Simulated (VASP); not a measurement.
# FeCo (Pm-3m) in VASP: a series of runs

Runs on FeCo. Level: PBE. Tasks: single point.

Everything below comes from runs of VASP 6.6.1. Logs are shortened: lines on timing, memory, paths and dates and some standing lists are left out, and cuts for length are marked.

### Step 1. The cell of the first run

The structure is cubic, space group Pm-3m (No. 221). Conventional cell: a = 2.846 Å, b = 2.846 Å, c = 2.846 Å, α = 90.00°, β = 90.00°, γ = 90.00°. Within 3.3 Å of Fe (site symmetry m-3m) lie 8 Co at 2.46 Å and 6 Fe at 2.85 Å. Co (site symmetry m-3m) has 8 Fe at 2.46 Å and 6 Co at 2.85 Å within 3.3 Å.

### Step 2. Single point, PBE

Contents of INCAR:

```
ALGO     = Normal         # electronic algorithm
EDIFF    = 1E-6           # SCF threshold, eV
ENCUT    = 600            # plane-wave cutoff, eV
GGA      = PE             # functional
GGA_COMPAT= False        
ISIF     = 2              # what is computed and relaxed
ISMEAR   = 0              # smearing method
LASPH    = True           # aspherical terms in the spheres
LCHARG   = True           # write CHGCAR
LELF     = True           # ELF
LREAL    = False          # projectors in reciprocal space
LVHAR    = True         
LWAVE    = False          # write WAVECAR
NBANDS   = 16             # bands
NELM     = 120            # most SCF steps
PREC     = Accurate       # precision mode
SIGMA    = 0.05           # smearing width, eV
```

Contents of KPOINTS:

```
k-points
0
Gamma
  16 16 16
```

Contents of POSCAR:

```
FeCo
1.0
    2.8455196141      0.0000000000      0.0000000000
    0.0000000000      2.8455196141      0.0000000000
    0.0000000000      0.0000000000      2.8455196141
Fe Co
1 1
Direct
    0.5000000000      0.5000000000      0.5000000000
    0.0000000000      0.0000000000      0.0000000000
```

Potentials or basis: VASP PAW PBE potentials, release 64 (Fe, Co).

Command:

```bash
cat potpaw_PBE.64/Fe/POTCAR potpaw_PBE.64/Co/POTCAR > POTCAR
mpirun -np 1 vasp_std > vasp.out
```

OUTCAR:

```text
EDIFF = 1E-6
   ENCUT = 600
   GGA = PE
   ISIF = 2
   ISMEAR = 0
   LASPH = True
   LREAL = False
   NELM = 120
   PREC = Accurate

 ion  position               nearest neighbor table
   1  0.500  0.500  0.500-   2 2.46   2 2.46   2 2.46   2 2.46   2 2.46   2 2.46   2 2.46   2 2.46

   2  0.000  0.000  0.000-   1 2.46   1 2.46   1 2.46   1 2.46   1 2.46   1 2.46   1 2.46   1 2.46

  LATTYP: Found a simple cubic cell.
 ALAT       =     2.8455196141

  Lattice vectors:

 A1 = (   2.8455196141,   0.0000000000,   0.0000000000)
 A2 = (   0.0000000000,   2.8455196141,   0.0000000000)
 A3 = (   0.0000000000,   0.0000000000,   2.8455196141)

Analysis of symmetry for initial positions (statically):
=====================================================================
 Subroutine PRICEL returns:
 Original cell was already a primitive cell.

 Routine SETGRP: Setting up the symmetry group for a
 simple cubic supercell.

 Subroutine GETGRP returns: Found 48 space group operations
 (whereof 48 operations were pure point group operations)
 out of a pool of 48 trial point group operations.

The static configuration has the point symmetry O_h .

Analysis of symmetry for dynamics (positions and initial velocities):
=====================================================================
 Subroutine PRICEL returns:
 Original cell was already a primitive cell.

 Routine SETGRP: Setting up the symmetry group for a
 simple cubic supercell.

 Subroutine GETGRP returns: Found 48 space group operations
 (whereof 48 operations were pure point group operations)
 out of a pool of 48 trial point group operations.

The dynamic configuration has the point symmetry O_h .

 Subroutine INISYM returns: Found 48 space group operations
 (whereof 48 operations are pure point group operations),
 and found     1 'primitive' translations

----------------------------------------------------------------------------------------

                                     Primitive cell

  volume of cell :      23.0401

  direct lattice vectors                    reciprocal lattice vectors
     2.845519614  0.000000000  0.000000000     0.351429663  0.000000000  0.000000000
     0.000000000  2.845519614  0.000000000     0.000000000  0.351429663  0.000000000
     0.000000000  0.000000000  2.845519614     0.000000000  0.000000000  0.351429663

  length of vectors
     2.845519614  2.845519614  2.845519614     0.351429663  0.351429663  0.351429663

  position of ions in fractional coordinates (direct lattice)
     0.500000000  0.500000000  0.500000000
     0.000000000  0.000000000  0.000000000

  ion indices of the primitive-cell ions
   primitive index   ion index
                 1           1
                 2           2

----------------------------------------------------------------------------------------

 KPOINTS: k-points

Automatic generation of k-mesh.
 Grid dimensions read from file:
 generate k-points for:   16   16   16

 Generating k-lattice:

  Cartesian coordinates                     Fractional coordinates (reciprocal lattice)
     0.021964354  0.000000000  0.000000000     0.062500000  0.000000000  0.000000000
     0.000000000  0.021964354  0.000000000     0.000000000  0.062500000  0.000000000
     0.000000000  0.000000000  0.021964354     0.000000000  0.000000000  0.062500000

  Length of vectors
     0.021964354  0.021964354  0.021964354

  Shift w.r.t. Gamma in fractional coordinates (k-lattice)
     0.000000000  0.000000000  0.000000000

 Subroutine IBZKPT returns following result:
 ===========================================

 Found    165 irreducible k-points:

 Following reciprocal coordinates:
            Coordinates               Weight
  0.000000  0.000000  0.000000      1.000000
  0.062500  0.000000  0.000000      6.000000
  0.125000  0.000000  0.000000      6.000000
  0.187500  0.000000  0.000000      6.000000
  0.250000  0.000000  0.000000      6.000000
  0.312500  0.000000  0.000000      6.000000
[... 16 lines left out ...]
  0.437500  0.125000  0.000000     24.000000
  0.500000  0.125000  0.000000     12.000000
 [... further k-points ...]
   k-points           NKPTS =    165   k-points in BZ     NKDIM =    165   number of bands    NBANDS=     16
   number of dos      NEDOS =    301   number of ions     NIONS =      2
   total plane-waves  NPLWV =  13824
   dimension x,y,z NGX =    24 NGY =   24 NGZ =   24
   dimension x,y,z NGXF=    48 NGYF=   48 NGZF=   48
   ions per type =               1   1
   NGX,Y,Z   is equivalent  to a cutoff of  14.02, 14.02, 14.02 a.u.
   NGXF,Y,Z  is equivalent  to a cutoff of  28.04, 28.04, 28.04 a.u.
 SYSTEM =  unknown system
   PREC   = accura    normal or accurate (medium, high low for compatibility)
   ISTART =      0    job   : 0-new  1-cont  2-samecut
   ICHARG =      2    charge: 1-file 2-atom 10-const
   ISPIN  =      1    spin polarized calculation?
   LNONCOLLINEAR =      F non collinear calculations
   LSORBIT =      F    spin-orbit coupling
   LASPH  =      T    aspherical Exc in radial PAW
   ENCUT  =  600.0 eV  44.10 Ry    6.64 a.u.   5.68  5.68  5.68*2*pi/ulx,y,z
   NELM   =    120;   NELMIN=  2; NELMDL= -5     # of ELM steps
   EDIFF  = 0.1E-05   stopping-criterion for ELM
   LREAL  =      F    real-space projection
   EDIFFG = 0.1E-04   stopping-criterion for IOM
   NSW    =      0    number of steps for IOM
   IBRION =     -1    ionic relax: 0-MD 1-quasi-New 2-CG
   NFREE  =      0    steps in history (QN), initial steepest desc. (CG)
   ISIF   =      2    stress and relaxation
   ISYM   =      2    0-nonsym 1-usesym 2-fastsym
   POTIM  = 0.5000    time-step for ionic-motion
   TEBEG  =    0.0;   TEEND  =   0.0 temperature during run
   PSTRESS=    0.0 pullay stress
   NELECT =      17.0000    total number of electrons
   NUPDOWN=      -1.0000    fix difference up-down
   EMIN   =  10.00;   EMAX   =-10.00  energy-range for DOS
   EFERMI =   0.00;   METHOD = LEGACY
   ISMEAR =     0;   SIGMA  =   0.05  broadening in eV -4-tet -1-fermi 0-gaus
   EFERMI_NEDOS =   21; number of points for ismear=-14 and -15
   IALGO  =     38    algorithm
   IMIX   =      4    mixing-type and parameters
     AMIX     =   0.40;   BMIX     =  1.00
     AMIX_MAG =   1.60;   BMIX_MAG =  1.00
  volume/ion in A,a.u.               =      11.52        77.74
  Fermi-wavevector in a.u.,A,eV,Ry     =   1.479323  2.795514 29.774926  2.188395
  Thomas-Fermi vector in A             =   2.593495
   LORBIT       =      0    0 simple, 1 ext, 2 COOP (PROOUT), +10 PAW based schemes
   GGA     = PE    functional components
   LHFCALC =     F    Hartree Fock is set to
   AEXX    =    0.0000 exact exchange contribution
   IVDW    =     0    specifies the selected vdW correction
   LEPSILON=     F    determine dielectric tensor
   LRPA    =     F    only Hartree local field effects (RPA)
 non-spin polarized calculation
 Gauss-broadening in eV      SIGMA  =   0.05
  energy-cutoff  :      600.00
  volume of cell :       23.04
 maximum number of plane-waves:       804
 NGX is ok and might be reduce to    24
   NGX = 11   NGY = 11   NGZ = 11

 number of electron      16.9999997 magnetization

 Free energy of the ion-electron system (eV)
  ---------------------------------------------------
  ext. energy  EPLUGINS =         0.00000000
  ---------------------------------------------------
  free energy    TOTEN  =       -14.19348962 eV

  energy without entropy =      -14.18183600  energy(sigma->0) =      -14.18766281

 E-fermi :   7.4463     XC(G=0): -13.0746

 val. band max:        7.4454497480   @ k =   0.2500   0.2500   0.1875
 cond. band min:       7.4466258620   @ k =   0.5000   0.4375   0.1250
 fundamental gap:      0.0011761140
 Fermi energy:         7.4463007080

 k-point     1 :       0.0000    0.0000    0.0000
  band No.  band energies     occupation
      1      -0.8750      2.00000
      2       3.5699      2.00000
      3       3.5699      2.00000
      4       5.8703      2.00000
      5       5.8703      2.00000
      6       5.8703      2.00000
[... 8 lines left out ...]
     15      23.1554      0.00000
     16      23.1554      0.00000

 k-point     2 :       0.0625    0.0000    0.0000
  band No.  band energies     occupation
      1      -0.7953      2.00000
      2       3.6002      2.00000
      3       3.6046      2.00000
      4       5.8687      2.00000
      5       5.8687      2.00000
      6       5.8912      2.00000
[... 8 lines left out ...]
     15      23.1780      0.00000
     16      23.5877      0.00000

 k-point     3 :       0.1250    0.0000    0.0000
  band No.  band energies     occupation
      1      -0.5587      2.00000
      2       3.6844      2.00000
      3       3.7078      2.00000
      4       5.8659      2.00000
      5       5.8659      2.00000
      6       5.9531      2.00000
[... 8 lines left out ...]
     15      23.2472      0.00000
     16      24.3686      0.00000

 k-point     4 :       0.1875    0.0000    0.0000
  band No.  band energies     occupation
      1      -0.1722      2.00000
      2       3.8022      2.00000
      3       3.8761      2.00000
      4       5.8674      2.00000
      5       5.8674      2.00000
      6       6.0538      2.00000
[... 8 lines left out ...]
     15      23.3664      0.00000
     16      24.9490      0.00000
[... 324 lines left out ...]
 k-point    22 :       0.3750    0.1250    0.0000
  band No.  band energies     occupation
      1       1.9254      2.00000
      2       3.9882      2.00000
      3       4.7326      2.00000
      4       5.6384      2.00000
      5       5.6987      2.00000
      6       6.2626      2.00000
[... 8 lines left out ...]
     15      23.6134      0.00000
     16      24.8585      0.00000

 k-point    23 :       0.4375    0.1250    0.0000
  band No.  band energies     occupation
      1       2.6159      2.00000
      2       3.7133      2.00000
      3       5.0268      2.00000
      4       5.5557      2.00000
      5       5.7185      2.00000
      6       6.0434      2.00000
[... 8 lines left out ...]
     15      23.2920      0.00000
     16      25.3013      0.00000

 k-point    24 :       0.5000    0.1250    0.0000
  band No.  band energies     occupation
      1       3.2047      2.00000
      2       3.2742      2.00000
      3       5.2672      2.00000
      4       5.3647      2.00000
      5       5.8138      2.00000
      6       5.8993      2.00000
[... 8 lines left out ...]
     15      24.5090      0.00000
     16      24.7803      0.00000

 [... further k-points ...]

------------------------ aborting loop because EDIFF is reached ----------------------------------------

  FORCE on cell =-STRESS in cart. coord.  units (eV):
  Direction    XX          YY          ZZ          XY          YZ          ZX
  --------------------------------------------------------------------------------------
  -------------------------------------------------------------------------------------
  Total       -2.7373490     -2.7373490     -2.7373490      0.0000000      0.0000000      0.0000000
  in kB     -190.3513712   -190.3513712   -190.3513712      0.0000000      0.0000000      0.0000000
  external PRESSURE =    -190.3513712 kB  Pullay stress =       0.0000000 kB

 VOLUME and BASIS-vectors are now :
 -----------------------------------------------------------------------------
  energy-cutoff  :      600.00
  volume of cell :       23.04
      direct lattice vectors                 reciprocal lattice vectors
     2.845519614  0.000000000  0.000000000     0.351429663  0.000000000  0.000000000
     0.000000000  2.845519614  0.000000000     0.000000000  0.351429663  0.000000000
     0.000000000  0.000000000  2.845519614     0.000000000  0.000000000  0.351429663

 POSITION                                       TOTAL-FORCE (eV/Angst)
 -----------------------------------------------------------------------------------
      1.42276      1.42276      1.42276         0.000000      0.000000      0.000000
      0.00000      0.00000      0.00000         0.000000      0.000000      0.000000
 -----------------------------------------------------------------------------------
    total drift:                                0.000000      0.000000     -0.000000

  FREE ENERGIE OF THE ION-ELECTRON SYSTEM (eV)
  ---------------------------------------------------
  free  energy   TOTEN  =       -14.1934896153 eV

  energy  without entropy=      -14.1818360041  energy(sigma->0) =      -14.18766281
```

Run time: 46 s. Hardware: 1 thread of Oxide Virtual Turin-like, shared host; peak memory 0.17 GiB.

What came out:

| Item | Value |
| --- | --- |
| Free energy | -14.1935 eV |
| Pressure | -19.0 GPa |
| Band gap on the k mesh | zero (an odd number of electrons rules out a gap without spin polarisation) |

Levels at points of the mesh, in eV from the Fermi level:
```
           k point  band 6  band 7  band 8  band 9  band 10  band 11
(0.00, 0.00, 0.00)   -1.58   -0.12   -0.12    0.76     0.76     0.76
(0.50, 0.00, 0.00)   -1.31   -1.03   -1.03   -0.63    -0.23     0.66
(0.50, 0.50, 0.00)   -0.14   -0.08    0.30    0.51     0.51     1.01
(0.50, 0.50, 0.50)   -2.58   -0.11   -0.11    0.34     0.34     8.57
```

Caveat: the cell stands under tension; the run has no spin polarisation, though such a crystal can be magnetic. Spin polarisation is off, so any magnetic state and its effect on volume and gap are missing.

### Step 3. Single point, PBE, collinear spin, ferromagnetic start (11.52 Å³/atom)

Contents of INCAR:

```
SYSTEM = FeCo
ALGO = Normal
EDIFF = 1E-6
ENCUT = 600
GGA = PE
GGA_COMPAT = .FALSE.
ISIF = 2
ISMEAR = 0
ISPIN = 2
LASPH = .TRUE.
LCHARG = .TRUE.
LELF = .TRUE.
LMAXMIX = 4
LORBIT = 11
LREAL = .FALSE.
LVHAR = .TRUE.
LWAVE = .FALSE.
MAGMOM = 3.09 2.02
NBANDS = 20
NELM = 200
PREC = Accurate
SIGMA = 0.05
```

Contents of KPOINTS:

```
k-points
0
G
  16 16 16
  0 0 0
```

POSCAR is that of step 2.

Potentials or basis: VASP PAW PBE potentials, release 64 (Fe, Co).

Command:

```bash
cat potpaw_PBE.64/Fe/POTCAR potpaw_PBE.64/Co/POTCAR > POTCAR
mpirun -np 1 vasp_std > vasp.out
```

OUTCAR:

```text
SYSTEM = FeCo
   EDIFF = 1E-6
   ENCUT = 600
   GGA = PE
   ISIF = 2
   ISMEAR = 0
   ISPIN = 2
   LASPH = .TRUE.
   LORBIT = 11
   LREAL = .FALSE.
   NELM = 200
   PREC = Accurate

 ion  position               nearest neighbor table
   1  0.500  0.500  0.500-   2 2.46   2 2.46   2 2.46   2 2.46   2 2.46   2 2.46   2 2.46   2 2.46

   2  0.000  0.000  0.000-   1 2.46   1 2.46   1 2.46   1 2.46   1 2.46   1 2.46   1 2.46   1 2.46

  LATTYP: Found a simple cubic cell.
 ALAT       =     2.8455196141

  Lattice vectors:

 A1 = (   2.8455196141,   0.0000000000,   0.0000000000)
[... 1320 lines left out ...]

 VOLUME and BASIS-vectors are now :
 -----------------------------------------------------------------------------
  energy-cutoff  :      600.00
  volume of cell :       23.04
      direct lattice vectors                 reciprocal lattice vectors
     2.845519614  0.000000000  0.000000000     0.351429663  0.000000000  0.000000000
     0.000000000  2.845519614  0.000000000     0.000000000  0.351429663  0.000000000
     0.000000000  0.000000000  2.845519614     0.000000000  0.000000000  0.351429663

 POSITION                                       TOTAL-FORCE (eV/Angst)
 -----------------------------------------------------------------------------------
      1.42276      1.42276      1.42276         0.000000      0.000000      0.000000
      0.00000      0.00000      0.00000         0.000000      0.000000      0.000000
 -----------------------------------------------------------------------------------
    total drift:                                0.000000      0.000000     -0.000000

  FREE ENERGIE OF THE ION-ELECTRON SYSTEM (eV)
  ---------------------------------------------------
  free  energy   TOTEN  =       -15.4033274394 eV

  energy  without entropy=      -15.4015593874  energy(sigma->0) =      -15.40244341

 total charge

# of ion       s       p       d       tot
------------------------------------------
    1        0.472   0.527   6.150   7.149
    2        0.483   0.510   7.240   8.233
--------------------------------------------------
tot          0.955   1.037  13.390  15.382

 magnetization (x)

# of ion       s       p       d       tot
------------------------------------------
    1        0.001  -0.043   2.828   2.786
    2       -0.011  -0.053   1.832   1.768
--------------------------------------------------
tot         -0.010  -0.096   4.660   4.555
```

OSZICAR:

```text
N       E                     dE             d eps       ncg     rms          rms(c)
DAV:   1     0.909771555196E+02    0.90977E+02   -0.78955E+03 13776   0.119E+03
DAV:   2    -0.122390006560E+02   -0.10322E+03   -0.92283E+02 13364   0.221E+02
DAV:   3    -0.171305915369E+02   -0.48916E+01   -0.47014E+01 14916   0.589E+01
DAV:   4    -0.172034851051E+02   -0.72894E-01   -0.72815E-01 16156   0.625E+00
DAV:   5    -0.172056202098E+02   -0.21351E-02   -0.21349E-02 15604   0.978E-01    0.153E+01
DAV:   6    -0.156275810395E+02    0.15780E+01   -0.71181E+00 14660   0.529E+01    0.832E+00
DAV:   7    -0.154569910996E+02    0.17059E+00   -0.89063E-01 15432   0.175E+01    0.583E+00
DAV:   8    -0.155081044256E+02   -0.51113E-01   -0.71831E-01 17248   0.163E+01    0.529E+00
DAV:   9    -0.154185914819E+02    0.89513E-01   -0.44955E-01 16960   0.117E+01    0.208E+00
DAV:  10    -0.154030862877E+02    0.15505E-01   -0.20015E-02 20920   0.284E+00    0.381E-01
DAV:  11    -0.154033412642E+02   -0.25498E-03   -0.15075E-03 17780   0.383E-01    0.186E-01
DAV:  12    -0.154033276114E+02    0.13653E-04   -0.18748E-04 20040   0.255E-01    0.522E-02
DAV:  13    -0.154033273497E+02    0.26170E-06   -0.49977E-05 21820   0.103E-01    0.246E-02
DAV:  14    -0.154033274394E+02   -0.89698E-07   -0.68999E-06 15892   0.323E-02
   1 F= -.15403327E+02 E0= -.15402443E+02  d E =-.176805E-02  mag=     4.5358
```

Wall time 4.1 min (1 thread of Oxide Virtual Turin-like, shared host); peak memory 0.23 GiB.

What came out:

```yaml
Free_energy: -15.4033 eV
Pressure: -0.6 GPa
Net_moment: 4.54 μB per cell
Site_moments: Fe +2.79; Co +1.77 μB
Valence_electrons_inside_the_program's_atomic_spheres: Fe 7.15; Co 8.23
```

(Continued in part 2 of 2.)
